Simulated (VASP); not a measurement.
# InPd (R-3m) in VASP: single point with PBEsol

Aim: the single point of InPd with PBEsol.

Everything below comes from runs of VASP 6.6.1. Logs are shortened: lines on timing, memory, paths and dates and some standing lists are left out, and cuts for length are marked.

## 1. The cell of the first run

Symmetry: R-3m, No. 166, trigonal system. Conventional cell: a = 5.830 Å, b = 5.830 Å, c = 3.570 Å, α = 90.00°, β = 90.00°, γ = 120.00°. In (site symmetry -3m) has 2 Pd at 1.79 Å within 2.4 Å. Pd (site symmetry -3m) has 2 In at 1.79 Å within 2.4 Å.

## 2. Single point, PBEsol

Contents of INCAR:

```
PREC = Accurate
ENCUT = 630
EDIFF = 1E-6
ISMEAR = 0
SIGMA = 0.15
LREAL = F
LASPH = T
NELM = 120
ALGO = Normal
ISIF = 2
LWAVE = F
LCHARG = F
GGA = PS
NBANDS = 22
GGA_COMPAT = F
```

Contents of KPOINTS:

```
Automatic mesh
0
Gamma
  16 16 16
```

Contents of POSCAR:

```
InPd
1.0
    3.4352637560     -0.6870527512     -0.6870527512
   -0.6870527512      3.4352637560     -0.6870527512
   -0.6870527512     -0.6870527512      3.4352637560
In Pd
1 1
Direct
    0.0000000000      0.0000000000      0.0000000000
    0.5000000000      0.5000000000      0.5000000000
```

Potentials or basis: VASP PAW PBE potentials, release 64 (In_d, Pd_sv_GW).

Command:

```console
> cat potpaw_PBE.64/In_d/POTCAR potpaw_PBE.64/Pd_sv_GW/POTCAR > POTCAR
> mpirun -np 1 vasp_std > vasp.out
```

OUTCAR:

```text
PREC = Accurate
   ENCUT = 630
   EDIFF = 1E-6
   ISMEAR = 0
   LREAL = F
   LASPH = T
   NELM = 120
   ISIF = 2
   GGA = PS

 ion  position               nearest neighbor table
   1  0.000  0.000  0.000-   2 1.79   2 1.79
   2  0.500  0.500  0.500-   1 1.79   1 1.79

  LATTYP: Found a body centered cubic cell.
 ALAT       =     4.1223165072

  Lattice vectors:

 A1 = (   3.4352637560,  -0.6870527512,  -0.6870527512)
 A2 = (  -0.6870527512,   3.4352637560,  -0.6870527512)
 A3 = (  -0.6870527512,  -0.6870527512,   3.4352637560)

Analysis of symmetry for initial positions (statically):
=====================================================================
 Subroutine PRICEL returns:
 Original cell was already a primitive cell.

 Routine SETGRP: Setting up the symmetry group for a
 body centered cubic supercell.

 Subroutine GETGRP returns: Found 12 space group operations
 (whereof 12 operations were pure point group operations)
 out of a pool of 48 trial point group operations.

The static configuration has the point symmetry D_3d.

Analysis of symmetry for dynamics (positions and initial velocities):
=====================================================================
 Subroutine PRICEL returns:
 Original cell was already a primitive cell.

 Routine SETGRP: Setting up the symmetry group for a
 body centered cubic supercell.

 Subroutine GETGRP returns: Found 12 space group operations
 (whereof 12 operations were pure point group operations)
 out of a pool of 48 trial point group operations.

The dynamic configuration has the point symmetry D_3d.

 Subroutine INISYM returns: Found 12 space group operations
 (whereof 12 operations are pure point group operations),
 and found     1 'primitive' translations

----------------------------------------------------------------------------------------

                                     Primitive cell

  volume of cell :      35.0263

  direct lattice vectors                    reciprocal lattice vectors
     3.435263756 -0.687052751 -0.687052751     0.323442737  0.080860684  0.080860684
    -0.687052751  3.435263756 -0.687052751     0.080860684  0.323442737  0.080860684
    -0.687052751 -0.687052751  3.435263756     0.080860684  0.080860684  0.323442737

  length of vectors
     3.570030818  3.570030818  3.570030818     0.343062829  0.343062829  0.343062829

  position of ions in fractional coordinates (direct lattice)
     0.000000000  0.000000000  0.000000000
     0.500000000  0.500000000  0.500000000

  ion indices of the primitive-cell ions
   primitive index   ion index
                 1           1
                 2           2

----------------------------------------------------------------------------------------

 KPOINTS: Automatic mesh

Automatic generation of k-mesh.
 Grid dimensions read from file:
 generate k-points for:   16   16   16

 Generating k-lattice:

  Cartesian coordinates                     Fractional coordinates (reciprocal lattice)
     0.020215171  0.005053793  0.005053793     0.062500000  0.000000000  0.000000000
     0.005053793  0.020215171  0.005053793     0.000000000  0.062500000  0.000000000
     0.005053793  0.005053793  0.020215171     0.000000000  0.000000000  0.062500000

  Length of vectors
     0.021441427  0.021441427  0.021441427

  Shift w.r.t. Gamma in fractional coordinates (k-lattice)
     0.000000000  0.000000000  0.000000000

 Subroutine IBZKPT returns following result:
 ===========================================

 Found    417 irreducible k-points:

 Following reciprocal coordinates:
            Coordinates               Weight
  0.000000  0.000000  0.000000      1.000000
  0.062500 -0.000000  0.000000      6.000000
  0.062500  0.000000 -0.062500      6.000000
  0.125000 -0.000000  0.000000      6.000000
  0.125000  0.000000 -0.125000      6.000000
  0.187500  0.000000  0.000000      6.000000
[... 16 lines left out ...]
  0.187500 -0.062500  0.000000     12.000000
  0.187500 -0.125000 -0.062500     12.000000
 [... further k-points ...]
   k-points           NKPTS =    417   k-points in BZ     NKDIM =    417   number of bands    NBANDS=     22
   number of dos      NEDOS =    301   number of ions     NIONS =      2
   total plane-waves  NPLWV =  27000
   dimension x,y,z NGX =    30 NGY =   30 NGZ =   30
   dimension x,y,z NGXF=    60 NGYF=   60 NGZF=   60
   ions per type =               1   1
   NGX,Y,Z   is equivalent  to a cutoff of  13.97, 13.97, 13.97 a.u.
   NGXF,Y,Z  is equivalent  to a cutoff of  27.94, 27.94, 27.94 a.u.
 SYSTEM =  unknown system
   PREC   = accura    normal or accurate (medium, high low for compatibility)
   ISTART =      0    job   : 0-new  1-cont  2-samecut
   ICHARG =      2    charge: 1-file 2-atom 10-const
   ISPIN  =      1    spin polarized calculation?
   LNONCOLLINEAR =      F non collinear calculations
   LSORBIT =      F    spin-orbit coupling
   LASPH  =      T    aspherical Exc in radial PAW
   ENCUT  =  630.0 eV  46.30 Ry    6.80 a.u.   7.31  7.31  7.31*2*pi/ulx,y,z
   NELM   =    120;   NELMIN=  2; NELMDL= -5     # of ELM steps
   EDIFF  = 0.1E-05   stopping-criterion for ELM
   LREAL  =      F    real-space projection
   EDIFFG = 0.1E-04   stopping-criterion for IOM
   NSW    =      0    number of steps for IOM
   IBRION =     -1    ionic relax: 0-MD 1-quasi-New 2-CG
   NFREE  =      0    steps in history (QN), initial steepest desc. (CG)
   ISIF   =      2    stress and relaxation
   ISYM   =      2    0-nonsym 1-usesym 2-fastsym
   POTIM  = 0.5000    time-step for ionic-motion
   TEBEG  =    0.0;   TEEND  =   0.0 temperature during run
   PSTRESS=    0.0 pullay stress
   NELECT =      31.0000    total number of electrons
   NUPDOWN=      -1.0000    fix difference up-down
   EMIN   =  10.00;   EMAX   =-10.00  energy-range for DOS
   EFERMI =   0.00;   METHOD = LEGACY
   ISMEAR =     0;   SIGMA  =   0.15  broadening in eV -4-tet -1-fermi 0-gaus
   EFERMI_NEDOS =   21; number of points for ismear=-14 and -15
   IALGO  =     38    algorithm
   IMIX   =      4    mixing-type and parameters
     AMIX     =   0.40;   BMIX     =  1.00
     AMIX_MAG =   1.60;   BMIX_MAG =  1.00
  volume/ion in A,a.u.               =      17.51       118.18
  Fermi-wavevector in a.u.,A,eV,Ry     =   1.571800  2.970272 33.613962  2.470556
  Thomas-Fermi vector in A             =   2.673330
   LORBIT       =      0    0 simple, 1 ext, 2 COOP (PROOUT), +10 PAW based schemes
   GGA     = PS    functional components
   LHFCALC =     F    Hartree Fock is set to
   AEXX    =    0.0000 exact exchange contribution
   IVDW    =     0    specifies the selected vdW correction
   LEPSILON=     F    determine dielectric tensor
   LRPA    =     F    only Hartree local field effects (RPA)
 non-spin polarized calculation
 Gauss-broadening in eV      SIGMA  =   0.15
  energy-cutoff  :      630.00
  volume of cell :       35.03
 maximum number of plane-waves:      1275
 NGX is ok and might be reduce to    30
   NGX = 15   NGY = 15   NGZ = 15

 number of electron      31.0000007 magnetization

 Free energy of the ion-electron system (eV)
  ---------------------------------------------------
  ext. energy  EPLUGINS =         0.00000000
  ---------------------------------------------------
  free energy    TOTEN  =        10.21993434 eV

  energy without entropy =       10.22707410  energy(sigma->0) =       10.22350422

 E-fermi :  10.0044     XC(G=0): -12.0798

 val. band max:        9.9957100951   @ k =   0.5000   0.5000   0.3125
 cond. band min:      10.0125141869   @ k =   0.1875   0.1875   0.1250
 fundamental gap:      0.0168040918
 Fermi energy:        10.0044436129

 k-point     1 :       0.0000    0.0000    0.0000
  band No.  band energies     occupation
      1     -75.8635      2.00000
      2     -42.9972      2.00000
      3     -41.1360      2.00000
      4     -41.1360      2.00000
      5      -9.2785      2.00000
      6      -7.6433      2.00000
[... 14 lines left out ...]
     21      20.2126      0.00000
     22      22.4023      0.00000

 k-point     2 :       0.0625   -0.0000    0.0000
  band No.  band energies     occupation
      1     -75.8585      2.00000
      2     -43.0257      2.00000
      3     -41.1376      2.00000
      4     -41.1373      2.00000
      5      -9.1650      2.00000
      6      -7.6036      2.00000
[... 14 lines left out ...]
     21      19.9190      0.00000
     22      22.8834      0.00000

 k-point     3 :       0.0625    0.0000   -0.0625
  band No.  band energies     occupation
      1     -75.8635      2.00000
      2     -42.9973      2.00000
      3     -41.1365      2.00000
      4     -41.1362      2.00000
      5      -9.2776      2.00000
      6      -7.6424      2.00000
[... 14 lines left out ...]
     21      20.1247      0.00000
     22      22.6792      0.00000

 k-point     4 :       0.1250   -0.0000    0.0000
  band No.  band energies     occupation
      1     -75.8444      2.00000
      2     -43.1065      2.00000
      3     -41.1421      2.00000
      4     -41.1408      2.00000
      5      -8.8350      2.00000
      6      -7.4879      2.00000
[... 14 lines left out ...]
     21      19.9057      0.00000
     22      23.4982      0.00000

 k-point     5 :       0.1250    0.0000   -0.1250
  band No.  band energies     occupation
      1     -75.8634      2.00000
      2     -42.9974      2.00000
      3     -41.1381      2.00000
      4     -41.1366      2.00000
      5      -9.2751      2.00000
      6      -7.6398      2.00000
[... 417 lines left out ...]
 k-point    22 :       0.1875    0.0000   -0.1250
  band No.  band energies     occupation
      1     -75.8584      2.00000
      2     -43.0260      2.00000
      3     -41.1406      2.00000
      4     -41.1379      2.00000
      5      -9.1599      2.00000
      6      -7.5981      2.00000
[... 14 lines left out ...]
     21      20.4594      0.00000
     22      23.4771      0.00000

 k-point    23 :       0.1875   -0.0625    0.0000
  band No.  band energies     occupation
      1     -75.8444      2.00000
      2     -43.1067      2.00000
      3     -41.1437      2.00000
      4     -41.1409      2.00000
      5      -8.8320      2.00000
      6      -7.4840      2.00000
[... 14 lines left out ...]
     21      20.3520      0.00000
     22      23.9489      0.00000

 k-point    24 :       0.1875   -0.1250   -0.0625
  band No.  band energies     occupation
      1     -75.8633      2.00000
      2     -42.9976      2.00000
      3     -41.1395      2.00000
      4     -41.1370      2.00000
      5      -9.2728      2.00000
      6      -7.6370      2.00000
[... 14 lines left out ...]
     21      20.3630      0.00000
     22      23.4107      0.00000

 [... further k-points ...]

------------------------ aborting loop because EDIFF is reached ----------------------------------------

  FORCE on cell =-STRESS in cart. coord.  units (eV):
  Direction    XX          YY          ZZ          XY          YZ          ZX
  --------------------------------------------------------------------------------------
  -------------------------------------------------------------------------------------
  Total       44.9551356     44.9551356     44.9551356     45.4736674     45.4736674     45.4736674
  in kB     2056.3445740   2056.3445740   2056.3445740   2080.0633331   2080.0633331   2080.0633331
  external PRESSURE =    2056.3445740 kB  Pullay stress =       0.0000000 kB

 VOLUME and BASIS-vectors are now :
 -----------------------------------------------------------------------------
  energy-cutoff  :      630.00
  volume of cell :       35.03
      direct lattice vectors                 reciprocal lattice vectors
     3.435263756 -0.687052751 -0.687052751     0.323442737  0.080860684  0.080860684
    -0.687052751  3.435263756 -0.687052751     0.080860684  0.323442737  0.080860684
    -0.687052751 -0.687052751  3.435263756     0.080860684  0.080860684  0.323442737

 POSITION                                       TOTAL-FORCE (eV/Angst)
 -----------------------------------------------------------------------------------
      0.00000      0.00000      0.00000        -0.000000     -0.000000      0.000000
      1.03058      1.03058      1.03058         0.000000      0.000000     -0.000000
 -----------------------------------------------------------------------------------
    total drift:                               -0.000000      0.000000      0.000000

  FREE ENERGIE OF THE ION-ELECTRON SYSTEM (eV)
  ---------------------------------------------------
  free  energy   TOTEN  =        10.2199343363 eV

  energy  without entropy=       10.2270741030  energy(sigma->0) =       10.22350422
```

Wall time 6.1 min (1 thread of Intel Xeon Platinum 8375C at 2.90GHz (Ice Lake), shared host); peak memory 0.61 GiB.

What came out:

| Property | Result |
| --- | --- |
| Free energy | 10.2199 eV |
| Pressure | 205.6 GPa |
| Band gap on the k mesh | zero (an odd number of electrons rules out a gap without spin polarisation) |

Stress tensor (GPa, compression positive):
```
205.63 208.01 208.01
208.01 205.63 208.01
208.01 208.01 205.63
```

Caveat: atoms lie so close that the PAW spheres overlap strongly, which falsifies energies and pressures; the cell stands under pressure; the PAW data sets were made with another functional, which shifts forces and pressure a little; spin-orbit coupling is left out, which moves the levels of the heavy elements.
